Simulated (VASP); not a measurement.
Write the native input for VASP 6.6.1 that does the following.

```yaml
Task: single point
Functional: PBE
Potentials_or_basis: VASP PAW PBE potentials, release 64 (Y_sv, Ge_d, S)
Cutoff: 410 eV
k_mesh: 1 × 1 × 1, shifted
Occupations: fermi-dirac, width 0.1896 eV
Spin: no spin polarisation
Dipole_correction: no
Mended: yes
Further_INCAR_settings: LREAL = Auto; ALGO = Normal; EDIFF = 1e-06; NBANDS = 132; ISYM = -1
```

The structure of Y4GeS3 lies in POSCAR:

```
Y4GeS3
1.0
    8.5505600000      0.0456240000     -0.3655510000
    0.0456240000      8.2896210000      0.2444080000
   -0.3655510000      0.2444080000      8.5078260000
Y Ge S
12 3 9
Direct
    0.4073129834      0.5042949750      0.6090943729
    0.8810478131      0.2892439711      0.8827623377
    0.2474937343      0.1915339872      0.5246971604
    0.8274616817      0.2289161727      0.3082328554
   -0.0044108011      0.5670302714      0.3505375983
    0.4680292238      0.9685495687      0.2517625875
    0.0657839413      0.8171390621      0.7070003620
    0.5193882315      0.4097450545      0.2793493800
    0.6737493542      0.7956273357      0.5713511377
    0.1158328500      0.9400270948      0.1049143074
    0.1791628061      0.5020202784      0.9590522151
    0.5264394325      1.0531562061      0.7853299608
    0.2767143343      0.8394084813      0.4739166097
    0.2320058677      0.2592232048      0.1940355564
    0.7220305360      0.4759632768      0.5867930012
    0.8055042238      0.9738529488      0.7577445076
    0.5931765402      0.1649248171      0.0564575877
    0.8537373439      0.8847758903      0.3200111561
    0.4432365591      0.7265565400      0.8100161353
    0.8336330960      0.4991197003      0.1160402862
    0.2015300772      0.1435014989      0.8688968964
    0.1056368988      0.5019293057      0.6474080613
    0.5597145709      0.1340051352      0.4856993190
    0.2915134134      0.6733255442      0.1761498026
```

The input as run:

INCAR

```
SYSTEM = Y4GeS3
PREC = Accurate ; ENCUT = 410
EDIFF = 1E-6 ; ISMEAR = -1
SIGMA = 0.1896 ; LREAL = Auto
LASPH = .True. ; NELM = 120
ALGO = Normal ; ISIF = 2
LWAVE = .False. ; LCHARG = .False.
GGA = PE ; ISYM = -1
NBANDS = 132 ; GGA_COMPAT = .False.
```

KPOINTS

```
explicit points
1
Reciprocal
  0.25000000   0.25000000   0.25000000 1
```

Potentials or basis: VASP PAW PBE potentials, release 64 (Y_sv, Ge_d, S).

The run is started by

```sh
$ cat potpaw_PBE.64/Y_sv/POTCAR potpaw_PBE.64/Ge_d/POTCAR potpaw_PBE.64/S/POTCAR > POTCAR
$ mpirun -np 1 vasp_std > vasp.out
```

Results of the run:

* Pressure: 3.2 GPa
* Largest force: 3.130 eV/Å

Caveat: the atoms stand as in a frame of molecular dynamics.

Wall time 8.1 min on 1 thread of AMD EPYC 7571 (shared host), peak memory 0.44 GiB.
